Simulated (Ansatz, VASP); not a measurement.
# Two plane-wave programs on Zn

The input INCAR:

```
SYSTEM = Zn
PREC     = Accurate       ! precision mode
ENCUT    = 520            ! plane-wave cutoff, eV
EDIFF    = 1E-7           ! SCF threshold, eV
ISMEAR   = -1             ! smearing method
SIGMA    = 0.1            ! smearing width, eV
LREAL    = .FALSE.        ! projectors in reciprocal space
LASPH    = .TRUE.         ! aspherical terms in the spheres
NELM     = 60             ! most SCF steps
ALGO     = Normal         ! electronic algorithm
ISIF     = 2              ! what is computed and relaxed
LWAVE    = .FALSE.        ! write WAVECAR
LCHARG   = .FALSE.        ! write CHGCAR
GGA      = RP             ! functional
NBANDS   = 12             ! bands
```

KPOINTS

```
Automatic mesh
0
G
  16 16 16
  0 0 0
```

File POSCAR:

```
Zn
1.0
   -1.6120379917      1.6120379917      1.6120379917
    1.6120379917     -1.6120379917      1.6120379917
    1.6120379917      1.6120379917     -1.6120379917
Zn
1
Direct
    0.0000000000      0.0000000000      0.0000000000
```

Input for Ansatz:

```yaml
crystal:
  lattice:
    - [-1.6120379917, 1.6120379917, 1.6120379917]
    - [1.6120379917, -1.6120379917, 1.6120379917]
    - [1.6120379917, 1.6120379917, -1.6120379917]
  atoms:
    - { symbol: Zn, position: [0.0, 0.0, 0.0] }
hamiltonian:
  xc: rpbe
  pseudopotentials:
    kind: paw
    azcp:
      Zn: "pseudopotentials/Zn.paw.azcp"
basis:
  ecutwfc: 420
  fft_grid_basis: typed
kpoints:
  mp_grid: { grid: [16, 16, 16], shift: [0, 0, 0] }
magnetization:
  spin_polarized: false
scf:
  occupations: { method: fermi_dirac, width: 0.1 }
  lower_state_search: "off"
output:
  stress: true
```

Alike in both runs: task single point; functional RPBE; k mesh 16 × 16 × 16; occupations fermi-dirac, width 0.1 eV; no spin polarisation.

```csv
,VASP,Ansatz
version,VASP 6.6.1,Ansatz 0.2.0
potentials or method,"VASP PAW PBE potentials, release 64 (Zn), cutoff 520 eV","plane waves (420 eV) with PAW, scalar-relativistic"
valence electrons in the cell,12,12
```

Ansatz gave:

```
pressure (GPa) : -1.8
```

Task: Estimate VASP's values.

Result: Pressure (GPa): -1.6.

VASP's potentials were made for PBE, not for RPBE.
